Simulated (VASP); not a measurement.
Runs of VASP 6.6.1 on GaSb. The structure is that of space group Immm (No. 71), or close to it. The cells are those of the table. 

| cell | gap on the mesh (eV) | pressure (GPa) |
| --- | --- | --- |
| a = 4.321 Å, angles 133.9, 104.0, 93.7°, 2 atoms | none | -4.2 |
| a = 4.342 Å, angles 135.0, 103.6, 93.3°, 2 atoms | none | -4.2 |
| a = 4.433 Å, angles 136.1, 103.3, 92.8°, 2 atoms | none | -5.5 |
| a = 4.364 Å, angles 136.1, 103.3, 92.8°, 2 atoms | none | -4.2 |
| a = 4.177 Å, angles 133.9, 104.0, 93.7°, 2 atoms | none | 0.1 |
| a = 4.411 Å, angles 138.2, 102.6, 92.1°, 2 atoms | none | (a) |
| a = 4.242 Å, angles 137.1, 103.0, 92.4°, 2 atoms | none | 0.2 |
| a = 4.389 Å, angles 133.9, 104.0, 93.7°, 2 atoms | none | -5.5 |
| a = 4.457 Å, angles 137.1, 103.0, 92.4°, 2 atoms | none | -5.4 |
| a = 4.265 Å, angles 138.2, 102.6, 92.1°, 2 atoms | none | 0.4 |
| a = 4.158 Å, angles 132.8, 104.4, 94.1°, 2 atoms | none | 0.2 |

Alike in all rows: task single point; level PBE; potentials or basis VASP PAW PBE potentials, release 64 (Ga_d, Sb); no spin polarisation; k mesh 18 × 18 × 18; cutoff (eV) 520; smearing gaussian 0.15 eV.

Estimate the missing entries.

(a) -4.0.

Caveats: spin-orbit coupling is left out, which moves the levels of the heavy elements; the cell stands under tension (at least some runs); the stress differs along the axes, from -3 to 3 GPa (at least some runs).

A k mesh can miss the band edges, and the runs leave out spin-orbit coupling on Ga, Sb.

A gap of «none» marks levels without a gap at the run's occupations.
